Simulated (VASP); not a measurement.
# Ag (P6_3/mmc) in VASP: notebook, part 2 of 2

VASP 6.6.1.

### 3 Single point, PBE (17.13 Å³/atom)

This run uses another cell than the first one, of 17.13 Å³/atom.

INCAR reads:

```
SYSTEM = Ag
ALGO = Normal
EDIFF = 1E-6
ENCUT = 520
GGA = PE
ISIF = 2
ISMEAR = -1
LASPH = .TRUE.
LCHARG = .TRUE.
LELF = .TRUE.
LREAL = .FALSE.
LVHAR = .TRUE.
LWAVE = .FALSE.
NBANDS = 30
NELM = 100
PREC = Accurate
SIGMA = 0.1
```

KPOINTS reads:

```
k-points
0
G
  16 16 5
  0 0 0
```

POSCAR reads:

```
Ag
1.0
    2.8824064431      0.0000000000      0.0000000000
   -1.4412032215      2.4962372038      0.0000000000
    0.0000000000      0.0000000000      9.5245352850
Ag
4
Direct
    0.3333333333      0.6666666667      0.2500000000
    0.6666666667      0.3333333333      0.7500000000
    0.0000000000      0.0000000000      0.0000000000
    0.0000000000      0.0000000000      0.5000000000
```

Potentials or basis: VASP PAW PBE potentials, release 64 (Ag).

On the command line:

```sh
> cat potpaw_PBE.64/Ag/POTCAR > POTCAR
> mpirun -np 1 vasp_std > vasp.out
```

OUTCAR:

```text
SYSTEM = Ag
   EDIFF = 1E-6
   ENCUT = 520
   GGA = PE
   ISIF = 2
   ISMEAR = -1
   LASPH = .TRUE.
   LREAL = .FALSE.
   NELM = 100
   PREC = Accurate

 ion  position               nearest neighbor table
   1  0.333  0.667  0.250-   3 2.91   4 2.91   3 2.91   4 2.91   3 2.91   4 2.91
   2  0.667  0.333  0.750-   3 2.91   4 2.91   3 2.91   4 2.91   3 2.91   4 2.91
   3  0.000  0.000  0.000-   1 2.91   2 2.91   2 2.91   1 2.91   2 2.91   1 2.91
   4  0.000  0.000  0.500-   1 2.91   2 2.91   2 2.91   1 2.91   2 2.91   1 2.91

  LATTYP: Found a hexagonal cell.
 ALAT       =     2.8824064431
 C/A-ratio  =     3.3043692737
[... 992 lines left out ...]
  --------------------------------------------------------------------------------------
  -------------------------------------------------------------------------------------
  Total        1.9652863      1.9652863      1.4142995      0.0000000      0.0000000      0.0000000
  in kB       45.9464062     45.9464062     33.0648915      0.0000000      0.0000000      0.0000000
  external PRESSURE =      41.6525680 kB  Pullay stress =       0.0000000 kB

 VOLUME and BASIS-vectors are now :
 -----------------------------------------------------------------------------
  energy-cutoff  :      520.00
  volume of cell :       68.53
      direct lattice vectors                 reciprocal lattice vectors
     2.882406443  0.000000000  0.000000000     0.346932336  0.200301477  0.000000000
    -1.441203221  2.496237204  0.000000000     0.000000000  0.400602955  0.000000000
     0.000000000  0.000000000  9.524535285     0.000000000  0.000000000  0.104991999

 POSITION                                       TOTAL-FORCE (eV/Angst)
 -----------------------------------------------------------------------------------
     -0.00000      1.66416      2.38113        -0.000000     -0.000000     -0.000000
      1.44120      0.83208      7.14340         0.000000      0.000000      0.000000
      0.00000      0.00000      0.00000         0.000000      0.000000      0.000000
      0.00000      0.00000      4.76227         0.000000      0.000000      0.000000
 -----------------------------------------------------------------------------------
    total drift:                               -0.000000      0.000000      0.000000

  FREE ENERGIE OF THE ION-ELECTRON SYSTEM (eV)
  ---------------------------------------------------
  free  energy   TOTEN  =       -10.8429765479 eV

  energy  without entropy=      -10.8045535143  energy(sigma->0) =      -10.82376503
```

OSZICAR:

```text
N       E                     dE             d eps       ncg     rms          rms(c)
DAV:   1     0.297550317415E+03    0.29755E+03   -0.22736E+04  5400   0.145E+03
DAV:   2    -0.526445993711E+01   -0.30281E+03   -0.28693E+03  5616   0.336E+02
DAV:   3    -0.118256337387E+02   -0.65612E+01   -0.65235E+01  6212   0.564E+01
DAV:   4    -0.118552310950E+02   -0.29597E-01   -0.29593E-01  5820   0.368E+00
DAV:   5    -0.118555235730E+02   -0.29248E-03   -0.29248E-03  6260   0.396E-01    0.103E+01
DAV:   6    -0.108858325895E+02    0.96969E+00   -0.28784E+00  5730   0.140E+01    0.672E+00
DAV:   7    -0.108532718929E+02    0.32561E-01   -0.44086E-02  6060   0.142E+00    0.362E+00
DAV:   8    -0.108429323133E+02    0.10340E-01   -0.27926E-03  5832   0.346E-01    0.170E-01
DAV:   9    -0.108429448346E+02   -0.12521E-04   -0.48566E-05  6228   0.733E-02    0.332E-02
DAV:  10    -0.108429728710E+02   -0.28036E-04   -0.15357E-05  5874   0.348E-02    0.250E-02
DAV:  11    -0.108429768966E+02   -0.40256E-05   -0.20979E-06  4994   0.127E-02    0.120E-03
DAV:  12    -0.108429765479E+02    0.34869E-06   -0.94377E-08  3138   0.244E-03
   1 F= -.10842977E+02 E0= -.10823765E+02  d E =-.384230E-01
```

It took 65 s on 1 thread of Intel Xeon 6975P-C (Granite Rapids), shared host; peak memory 0.27 GiB.

What came out:

```yaml
Free_energy: -10.8430 eV
Pressure: 4.2 GPa
Band_gap_on_the_k_mesh: zero (bands 22 and 23 overlap by 6.69 eV)
```

Stress tensor (GPa, compression positive):
```
4.59 0.00 0.00
0.00 4.59 0.00
0.00 0.00 3.31
```

Levels at points of the mesh, in eV from the Fermi level:
```
           k point  band 18  band 19  band 20  band 21  band 22  band 23  band 24  band 25  band 26  band 27
(0.00, 0.00, 0.00)    -3.59    -3.59    -3.40    -3.40    -3.02    -3.02    -0.45     3.44    10.87    10.89
(0.50, 0.00, 0.00)    -2.82    -2.80    -2.79    -0.13     0.77     1.08     1.61     4.35     4.41     7.35
```

Caveat: the cell stands under pressure.

### 4 Single point, PBE

This run uses another cell than the first one, of 17.85 Å³/atom.

INCAR reads:

```
SYSTEM = Ag
PREC = Accurate
ENCUT = 520
EDIFF = 1E-7
ISMEAR = -1
SIGMA = 0.1
LREAL = .False.
LASPH = .True.
NELM = 100
ALGO = Normal
ISIF = 2
LWAVE = .False.
LCHARG = .False.
GGA = PE
NBANDS = 30
```

KPOINTS reads:

```
regular mesh
0
Gamma
  16 16 5
  0 0 0
```

POSCAR reads:

```
Ag
1.0
    2.9218963700      0.0000000000      0.0000000000
   -1.4609481850      2.5304364837      0.0000000000
    0.0000000000      0.0000000000      9.6550245863
Ag
4
Direct
    0.3333333333      0.6666666667      0.2500000000
    0.6666666667      0.3333333333      0.7500000000
    0.0000000000      0.0000000000      0.0000000000
    0.0000000000      0.0000000000      0.5000000000
```

Potentials or basis: VASP PAW PBE potentials, release 64 (Ag).

On the command line:

```sh
> cat potpaw_PBE.64/Ag/POTCAR > POTCAR
> mpirun -np 1 vasp_std > vasp.out
```

OUTCAR:

```text
SYSTEM = Ag
   PREC = Accurate
   ENCUT = 520
   EDIFF = 1E-7
   ISMEAR = -1
   LREAL = .False.
   LASPH = .True.
   NELM = 100
   ISIF = 2
   GGA = PE

 ion  position               nearest neighbor table
   1  0.333  0.667  0.250-   3 2.94   4 2.94   3 2.94   4 2.94   3 2.94   4 2.94
   2  0.667  0.333  0.750-   3 2.94   4 2.94   3 2.94   4 2.94   3 2.94   4 2.94
   3  0.000  0.000  0.000-   1 2.94   2 2.94   2 2.94   1 2.94   2 2.94   1 2.94
   4  0.000  0.000  0.500-   1 2.94   2 2.94   2 2.94   1 2.94   2 2.94   1 2.94

  LATTYP: Found a hexagonal cell.
 ALAT       =     2.9218963700
 C/A-ratio  =     3.3043692738
[... 992 lines left out ...]
  --------------------------------------------------------------------------------------
  -------------------------------------------------------------------------------------
  Total        0.1685490      0.1685490     -0.3089008      0.0000000     -0.0000000      0.0000000
  in kB        3.7828846      3.7828846     -6.9329177      0.0000000     -0.0000000      0.0000000
  external PRESSURE =       0.2109505 kB  Pullay stress =       0.0000000 kB

 VOLUME and BASIS-vectors are now :
 -----------------------------------------------------------------------------
  energy-cutoff  :      520.00
  volume of cell :       71.39
      direct lattice vectors                 reciprocal lattice vectors
     2.921896370  0.000000000  0.000000000     0.342243486  0.197594369  0.000000000
    -1.460948185  2.530436484  0.000000000     0.000000000  0.395188738  0.000000000
     0.000000000  0.000000000  9.655024586     0.000000000  0.000000000  0.103573014

 POSITION                                       TOTAL-FORCE (eV/Angst)
 -----------------------------------------------------------------------------------
     -0.00000      1.68696      2.41376         0.000000     -0.000000      0.000000
      1.46095      0.84348      7.24127        -0.000000      0.000000      0.000000
      0.00000      0.00000      0.00000        -0.000000      0.000000     -0.000000
      0.00000      0.00000      4.82751         0.000000      0.000000     -0.000000
 -----------------------------------------------------------------------------------
    total drift:                               -0.000000      0.000000      0.000000

  FREE ENERGIE OF THE ION-ELECTRON SYSTEM (eV)
  ---------------------------------------------------
  free  energy   TOTEN  =       -10.8801015613 eV

  energy  without entropy=      -10.8416609176  energy(sigma->0) =      -10.86088124
```

stdout:

```text
POSCAR found type information on POSCAR Ag
 POSCAR found :  1 types and       4 ions
 scaLAPACK will be used
 LDA part: xc-table for (Slater+PW92), standard interpolation
 POSCAR, INCAR and KPOINTS ok, starting setup
 FFT: planning ... GRIDC
 FFT: planning ... GRID_SOFT
 FFT: planning ... GRID
 WAVECAR not read
 entering main loop
```

It took 74 s on 1 thread of Intel Xeon 6975P-C (Granite Rapids), shared host; peak memory 0.28 GiB.

What came out:

```yaml
Free_energy: -10.8801 eV
Pressure: 0.0 GPa
Band_gap_on_the_k_mesh: zero (bands 22 and 23 overlap by 6.57 eV)
```

Levels at points of the mesh, in eV from the Fermi level:
```csv
k point,band 19,band 20,band 21,band 22,band 23,band 24,band 25,band 26
"(0.00, 0.00, 0.00)",-3.53,-3.36,-3.36,-3.00,-3.00,-0.34,3.22,10.57
"(0.50, 0.00, 0.00)",-2.80,-2.79,-0.06,0.83,1.03,1.56,4.13,4.19
```

### 5 Single point, PBE (17.85 Å³/atom)

This run uses another cell than the first one, of 17.85 Å³/atom.

INCAR reads:

```
  PREC = Accurate
  ENCUT = 520
  EDIFF = 1E-6
  ISMEAR = -1
  SIGMA = 0.1
  LREAL = False
  LASPH = True
  NELM = 60
  ALGO = Normal
  ISIF = 2
  LWAVE = False
  LCHARG = False
  GGA = PE
  NBANDS = 30
```

KPOINTS reads:

```
regular mesh
0
Gamma
  16 16 5
```

POSCAR is that of step 4.

On the command line:

```sh
> cat potpaw_PBE.64/Ag/POTCAR > POTCAR
> mpirun -np 1 vasp_std > vasp.out
```

Wall time 63 s (1 thread of Intel Xeon 6975P-C (Granite Rapids), shared host); peak memory 0.27 GiB.

It converged, with:

| Quantity | Value |
| --- | --- |
| Free energy | -10.8801 eV |
| Pressure | 0.0 GPa |
| Band gap on the k mesh | zero (bands 22 and 23 overlap by 6.57 eV) |

Stress tensor (GPa, compression positive):
```
 0.38  0.00  0.00
 0.00  0.38  0.00
 0.00  0.00 -0.69
```

Levels at points of the mesh, in eV from the Fermi level:
```tsv
k point	band 20	band 21	band 22	band 23	band 24	band 25
(0.00, 0.00, 0.00)	-3.36	-3.36	-3.00	-3.00	-0.34	3.22
(0.50, 0.00, 0.00)	-2.79	-0.06	0.83	1.03	1.56	4.13
```

### 6 Overview

| cell | gap on the mesh (eV) | pressure (GPa) |
| --- | --- | --- |
| a = 2.842, b = 2.842, c = 9.390 Å, angles 90.0, 90.0, 120.0°, 4 atoms | none | 9.6 |
| a = 2.882, b = 2.882, c = 9.525 Å, angles 90.0, 90.0, 120.0°, 4 atoms | none | 4.2 |
| a = 2.922, b = 2.922, c = 9.655 Å, angles 90.0, 90.0, 120.0°, 4 atoms | none | 0.0 |

Alike in all rows: task single point; level PBE; potentials or basis VASP PAW PBE potentials, release 64 (Ag); no spin polarisation; k mesh 16 × 16 × 5; cutoff (eV) 520; smearing fermi-dirac 0.1 eV.

Caveats: the cell stands under pressure (at least some runs).

Absolute energies hang on the potentials; compare differences alone.
